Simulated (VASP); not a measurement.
Input of a VASP 6.6.1 run:

INCAR

```
SYSTEM = Ga
PREC = Accurate
ENCUT = 520
EDIFF = 1E-8
ISMEAR = -1
SIGMA = 0.08
LREAL = .False.
LASPH = .True.
NELM = 100
ALGO = Normal
ISIF = 2
LWAVE = .False.
LCHARG = .False.
GGA = PE
LEFG = .True.
NBANDS = 20
```

The input KPOINTS:

```
regular mesh
0
Gamma
  12 12 10
  0 0 0
```

Contents of POSCAR:

```
Ga
1.0
    1.4500000000     -4.0650000000      0.0000000000
    1.4500000000      4.0650000000      0.0000000000
    0.0000000000      0.0000000000      3.2651000000
Ga
2
Direct
    0.8670000000      0.1330000000      0.2500000000
    0.1330000000      0.8670000000      0.7500000000
```

Potentials or basis: VASP PAW PBE potentials, release 64 (Ga_d).

Launch:

```console
$ cat potpaw_PBE.64/Ga_d/POTCAR > POTCAR
$ mpirun -np 1 vasp_std > vasp.out
```

Task: What does it give for the largest force?

Result: 0.169 eV/Å.

Task: Predict the pressure.

Result: 0.1 GPa.

Task: Predict the band gap on the k mesh.

Result: Zero (bands 13 and 14 overlap by 8.70 eV).

Electric field gradients, principal values (V/Å²):
| atom | least | middle | greatest (by size) |
| --- | --- | --- | --- |
| 1 Ga | 8.258 | 16.608 | -24.867 |
| 2 Ga | 8.258 | 16.608 | -24.867 |

Caveat: the cell differs from its parent crystal (zz strain of +3 %); without QUAD_EFG the Cq values of the log hold for a quadrupole moment of 1 mb, not for the nuclei.
